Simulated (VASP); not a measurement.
# AlFe (Cmmm) in VASP: electric field gradients with PBE

Aim: the electric field gradients of AlFe with PBE.

Everything below comes from runs of VASP 6.6.1. Logs are shortened: lines on timing, memory, paths and dates and some standing lists are left out, and cuts for length are marked.

## Step 1: The cell of the first run

It takes space group Cmmm (No. 65, orthorhombic). The conventional cell has a = 4.054 Å, b = 4.177 Å, c = 2.910 Å, α = 90.00°, β = 90.00°, γ = 90.00°. Al (site symmetry mmm) has 8 Fe at 2.49 to 2.55 Å and 6 Al at 2.91 Å within 3.3 Å. Fe (site symmetry mmm) has 8 Al at 2.49 to 2.55 Å and 6 Fe at 2.91 Å within 3.3 Å.

## Step 2: Electric field gradients, PBE, collinear spin, ferromagnetic start (xy shear strain of -3 %)

INCAR reads:

```
SYSTEM = AlFe
  PREC = Accurate
  ENCUT = 520
  EDIFF = 1E-8
  ISMEAR = -1
  SIGMA = 0.05
  LREAL = .False.
  LASPH = .True.
  NELM = 150
  ALGO = Normal
  ISIF = 2
  LWAVE = .False.
  LCHARG = .False.
  ISPIN = 2
  MAGMOM = 0 3
  LORBIT = 11
  LMAXMIX = 4
  GGA = PE
  LEFG = .True.
  NBANDS = 16
```

KPOINTS reads:

```
regular mesh
0
Gamma
  12 12 12
  0 0 0
```

POSCAR reads:

```
AlFe
1.0
    2.9100000000     -0.0436500000      0.0000000000
   -0.0436500000      2.9100000000      0.0000000000
    0.0000000000      0.0000000000      2.9100000000
Al Fe
1 1
Direct
    0.0000000000      0.0000000000      0.0000000000
    0.5000000000      0.5000000000      0.5000000000
```

Potentials or basis: VASP PAW PBE potentials, release 64 (Al, Fe).

Run with:

```bash
$ cat potpaw_PBE.64/Al/POTCAR potpaw_PBE.64/Fe/POTCAR > POTCAR
$ mpirun -np 1 vasp_std > vasp.out
```

OUTCAR:

```text
SYSTEM = AlFe
   PREC = Accurate
   ENCUT = 520
   EDIFF = 1E-8
   ISMEAR = -1
   LREAL = .False.
   LASPH = .True.
   NELM = 150
   ISIF = 2
   ISPIN = 2
   LORBIT = 11
   GGA = PE

 ion  position               nearest neighbor table
   1  0.000  0.000  0.000-   2 2.49   2 2.49   2 2.49   2 2.49   2 2.55   2 2.55   2 2.55   2 2.55

   2  0.500  0.500  0.500-   1 2.49   1 2.49   1 2.49   1 2.49   1 2.55   1 2.55   1 2.55   1 2.55

  LATTYP: Found a base centered orthorhombic cell.
 ALAT       =     4.0536310445
 B/A-ratio  =     1.0304568528
 C/A-ratio  =     0.7178749048

  Lattice vectors:

 A1 = (   2.9100000000,  -0.0436500000,   0.0000000000)
 A2 = (  -0.0436500000,   2.9100000000,   0.0000000000)
 A3 = (   0.0000000000,   0.0000000000,   2.9100000000)

Analysis of symmetry for initial positions (statically):
=====================================================================
 Subroutine PRICEL returns:
 Original cell was already a primitive cell.

 Routine SETGRP: Setting up the symmetry group for a
 base centered orthorhombic supercell.

 Subroutine GETGRP returns: Found  8 space group operations
 (whereof  8 operations were pure point group operations)
 out of a pool of  8 trial point group operations.

The static configuration has the point symmetry D_2h.

Analysis of symmetry for dynamics (positions and initial velocities):
=====================================================================
 Subroutine PRICEL returns:
 Original cell was already a primitive cell.

 Routine SETGRP: Setting up the symmetry group for a
 base centered orthorhombic supercell.

 Subroutine GETGRP returns: Found  8 space group operations
 (whereof  8 operations were pure point group operations)
 out of a pool of  8 trial point group operations.

The dynamic configuration has the point symmetry D_2h.

Analysis of structural, dynamic, and magnetic symmetry:
=====================================================================
 Subroutine PRICEL returns:
 Original cell was already a primitive cell.

 Routine SETGRP: Setting up the symmetry group for a
 base centered orthorhombic supercell.

 Subroutine GETGRP returns: Found  8 space group operations
[... 163 lines left out ...]
      2       5.2373      1.00000
      3       5.2431      1.00000
      4       7.2135      0.99989
      5       7.2165      0.99988
      6       7.2194      0.99988
[... 435 lines left out ...]
      5       6.4300      1.00000
      6       7.1089      0.99999
[... 8 lines left out ...]
     15      27.0071      0.00000
     16      28.6950      0.00000

 [... further k-points ...]

 spin component 2

 k-point     1 :       0.0000    0.0000    0.0000
  band No.  band energies     occupation
      1      -2.5580      1.00000
      2       5.6333      1.00000
      3       5.6391      1.00000
      4       8.0390      0.00062
      5       8.0929      0.00021
      6       8.1558      0.00006
[... 435 lines left out ...]
      5       7.2098      0.99990
      6       7.9715      0.00237
[... 8 lines left out ...]
     15      27.0089      0.00000
     16      28.7503      0.00000

 [... further k-points ...]
[... 5 lines left out ...]
  --------------------------------------------------------------------------------------
  -------------------------------------------------------------------------------------
  Total       -0.8873104     -0.8873104     -0.8793033      0.5685676      0.0000000      0.0000000
  in kB      -57.7038657    -57.7038657    -57.1831452     36.9752803      0.0000000      0.0000000
  external PRESSURE =     -57.5302922 kB  Pullay stress =       0.0000000 kB

 VOLUME and BASIS-vectors are now :
 -----------------------------------------------------------------------------
  energy-cutoff  :      520.00
  volume of cell :       24.64
      direct lattice vectors                 reciprocal lattice vectors
     2.910000000 -0.043650000  0.000000000     0.343719949  0.005155799  0.000000000
    -0.043650000  2.910000000  0.000000000     0.005155799  0.343719949  0.000000000
     0.000000000  0.000000000  2.910000000     0.000000000  0.000000000  0.343642612

 POSITION                                       TOTAL-FORCE (eV/Angst)
 -----------------------------------------------------------------------------------
      0.00000      0.00000      0.00000        -0.000000      0.000000      0.000000
      1.43318      1.43318      1.45500         0.000000      0.000000      0.000000
 -----------------------------------------------------------------------------------
    total drift:                                0.000000     -0.000000     -0.000000

  FREE ENERGIE OF THE ION-ELECTRON SYSTEM (eV)
  ---------------------------------------------------
  free  energy   TOTEN  =       -12.6335414170 eV

  energy  without entropy=      -12.6150055697  energy(sigma->0) =      -12.62427349

 Electric field gradients (V/A^2)
---------------------------------------------------------------------
 ion       V_xx      V_yy      V_zz      V_xy      V_xz      V_yz
---------------------------------------------------------------------
   1       0.050     0.050    -0.100    -3.738     0.000     0.000
   2       0.106     0.106    -0.212    -9.845     0.000     0.000
---------------------------------------------------------------------

 Electric field gradients after diagonalization (V/A^2)
 (convention: |V_zz| > |V_xx| > |V_yy|)
----------------------------------------------------------------------
 ion       V_xx      V_yy      V_zz     asymmetry (V_yy - V_xx)/ V_zz
----------------------------------------------------------------------
   1      -3.688    -0.100     3.788       0.947
   2      -9.739    -0.212     9.952       0.957
----------------------------------------------------------------------

           NMR quadrupolar parameters

 Cq : quadrupolar parameter    Cq=e*Q*V_zz/h
 eta: asymmetry parameters     (V_yy - V_xx)/ V_zz
 Q  : nuclear electric quadrupole moment in mb (millibarn)
----------------------------------------------------------------------
 ion       Cq(MHz)       eta       Q (mb)
----------------------------------------------------------------------
   1       0.009       0.947       1.000
   2       0.024       0.957       1.000
----------------------------------------------------------------------

 total charge

# of ion       s       p       d       tot
------------------------------------------
    1        0.396   0.420   0.000   0.816
    2        0.417   0.475   6.451   7.343
--------------------------------------------------
tot          0.813   0.896   6.451   8.159

 magnetization (x)

# of ion       s       p       d       tot
------------------------------------------
    1       -0.009  -0.017   0.000  -0.025
    2       -0.001   0.008   0.775   0.782
--------------------------------------------------
tot         -0.009  -0.009   0.775   0.756
```

OSZICAR:

```text
N       E                     dE             d eps       ncg     rms          rms(c)
DAV:   1     0.300141917853E+02    0.30014E+02   -0.44784E+03 19544   0.696E+02
DAV:   2    -0.126609071877E+02   -0.42675E+02   -0.37827E+02 22760   0.138E+02
DAV:   3    -0.140721727720E+02   -0.14113E+01   -0.13942E+01 23680   0.268E+01
DAV:   4    -0.140923539199E+02   -0.20181E-01   -0.20175E-01 24112   0.285E+00
DAV:   5    -0.140930276221E+02   -0.67370E-03   -0.67369E-03 24520   0.577E-01    0.140E+01
DAV:   6    -0.158106984653E+02   -0.17177E+01   -0.41838E+01 22440   0.706E+01    0.174E+01
DAV:   7    -0.126734629824E+02    0.31372E+01   -0.25041E+01 23024   0.457E+01    0.310E+00
DAV:   8    -0.126472776963E+02    0.26185E-01   -0.19383E-01 24736   0.341E+00    0.161E+00
DAV:   9    -0.126363212406E+02    0.10956E-01   -0.19215E-02 26760   0.125E+00    0.106E+00
DAV:  10    -0.126335118120E+02    0.28094E-02   -0.20450E-03 23608   0.344E-01    0.222E-01
DAV:  11    -0.126335487187E+02   -0.36907E-04   -0.28418E-04 26768   0.163E-01    0.102E-01
DAV:  12    -0.126335433321E+02    0.53865E-05   -0.31985E-05 27704   0.438E-02    0.525E-02
DAV:  13    -0.126335397893E+02    0.35429E-05   -0.56182E-06 28896   0.206E-02    0.178E-02
DAV:  14    -0.126335413582E+02   -0.15689E-05   -0.35588E-06 24480   0.169E-02    0.515E-03
DAV:  15    -0.126335414662E+02   -0.10807E-06   -0.30729E-07 27912   0.525E-03    0.270E-03
DAV:  16    -0.126335414182E+02    0.47976E-07   -0.22949E-07 24504   0.386E-03    0.158E-03
DAV:  17    -0.126335414170E+02    0.12828E-08   -0.17920E-08 12376   0.983E-04
   1 F= -.12633541E+02 E0= -.12624273E+02  d E =-.185358E-01  mag=     0.7349
```

It took 5.4 min on 1 thread of Intel Xeon 8259CL, shared host; peak memory 0.3 GiB.

Results:

```yaml
Free_energy: -12.6335 eV
Pressure: -5.8 GPa
Net_moment: 0.73 μB per cell
Site_moments: Al -0.03; Fe +0.78 μB
Largest_electric_field_gradient_by_atom: Al +3.8; Fe +10.0 V/Å²
Valence_electrons_inside_the_program's_atomic_spheres: Al 0.82; Fe 7.34
```

Electric field gradients, principal values (V/Å²):
```csv
atom,least,middle,greatest (by size)
1 Al,-0.100,-3.688,3.788
2 Fe,-0.212,-9.739,9.952
```

Caveat: the cell differs from its parent crystal (xy shear strain of -3 %); the cell stands under tension; without QUAD_EFG the Cq values of the log hold for a quadrupole moment of 1 mb, not for the nuclei.
